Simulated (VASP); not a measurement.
Set up this calculation in VASP 6.6.1, as the native input.

```yaml
Task: relaxation of cell and atoms
Functional: r2SCAN
Potentials_or_basis: VASP PAW PBE potentials, release 64 (B)
Cutoff: 600 eV
k_mesh: 4 × 4 × 4
Occupations: fermi-dirac, width 0.05 eV
Spin: no spin polarisation
Dipole_correction: no
Further_INCAR_settings: ALGO = Normal; EDIFF = 1e-06; IBRION = 2; EDIFFG = -0.01; NSW = 80; ISIF = 3
```

Crystal: B.

```
CELL_PARAMETERS angstrom
2.45400 1.41682 4.18900
-2.45400 1.41682 4.18900
0.00000 -2.83364 4.18900
ATOMIC_POSITIONS crystal
B 0.01040 0.65730 0.01040
B 0.01040 0.01040 0.65730
B 0.65730 0.01040 0.01040
B 0.98960 0.34270 0.98960
B 0.34270 0.98960 0.98960
B 0.98960 0.98960 0.34270
B 0.22060 0.63230 0.22060
B 0.22060 0.22060 0.63230
B 0.63230 0.22060 0.22060
B 0.77940 0.36770 0.77940
B 0.36770 0.77940 0.77940
B 0.77940 0.77940 0.36770
```

One way to write it, as run:

POSCAR

```
B
1.0
    2.4540015844      1.4168184754      4.1890000000
   -2.4540015844      1.4168184754      4.1890000000
    0.0000000000     -2.8336369507      4.1890000000
B
12
Direct
    0.0104000000      0.6573000000      0.0104000000
    0.0104000000      0.0104000000      0.6573000000
    0.6573000000      0.0104000000      0.0104000000
    0.9896000000      0.3427000000      0.9896000000
    0.3427000000      0.9896000000      0.9896000000
    0.9896000000      0.9896000000      0.3427000000
    0.2206000000      0.6323000000      0.2206000000
    0.2206000000      0.2206000000      0.6323000000
    0.6323000000      0.2206000000      0.2206000000
    0.7794000000      0.3677000000      0.7794000000
    0.3677000000      0.7794000000      0.7794000000
    0.7794000000      0.7794000000      0.3677000000
```

INCAR.step1

```
SYSTEM = B
ALGO = Normal
EDIFF = 1E-4
ENCUT = 600
GGA = PE
ISMEAR = -1
LASPH = .True.
LCHARG = .False.
LREAL = .False.
LWAVE = .True.
NELM = 80
PREC = Accurate
SIGMA = 0.05
```

INCAR.step2

```
SYSTEM = B
ALGO = Normal
EDIFF = 1E-6
EDIFFG = -0.01
ENCUT = 600
IBRION = 2
ISIF = 3
ISMEAR = -1
ISTART = 1
LASPH = .True.
LCHARG = .False.
LMIXTAU = .True.
LREAL = .False.
LWAVE = .False.
METAGGA = R2SCAN
NELM = 80
NSW = 80
PREC = Accurate
SIGMA = 0.05
```

KPOINTS

```
k-points
0
Gamma
  4 4 4
  0 0 0
```

Potentials or basis: VASP PAW PBE potentials, release 64 (B).

The run is started by

```sh
$ cat potpaw_PBE.64/B/POTCAR > POTCAR
$ cp INCAR.step1 INCAR
$ mpirun -np 1 vasp_std > vasp.out
$ cp INCAR.step2 INCAR
$ mpirun -np 1 vasp_std > vasp.out
```

It gave:

```yaml
Relaxed_volume: 7.23 Å³/atom
Relaxed_cell: a = 5.041 Å, b = 5.041 Å, c = 5.041 Å, α = 58.17°, β = 58.17°, γ = 58.17°
Space_group_after_relaxing_to_0.1_Å: R-3m (No. 166)
Energy_gained_by_relaxing: 4.4 meV/atom
Ionic_steps: 7
Pressure_after_relaxing: -0.1 GPa
Largest_force_after_relaxing: 0.010 eV/Å
Band_gap_on_the_k_mesh: 1.63 eV (least direct gap 2.04 eV)
```

Caveat: the PAW data sets were made with another functional, which shifts forces and pressure a little.

Wall time 11 min on 1 thread of Intel(R) Xeon(R) Platinum 8259CL CPU @ 2.50GHz (Skylake/Cascade Lake), with other jobs on the host, peak memory 0.26 GiB.
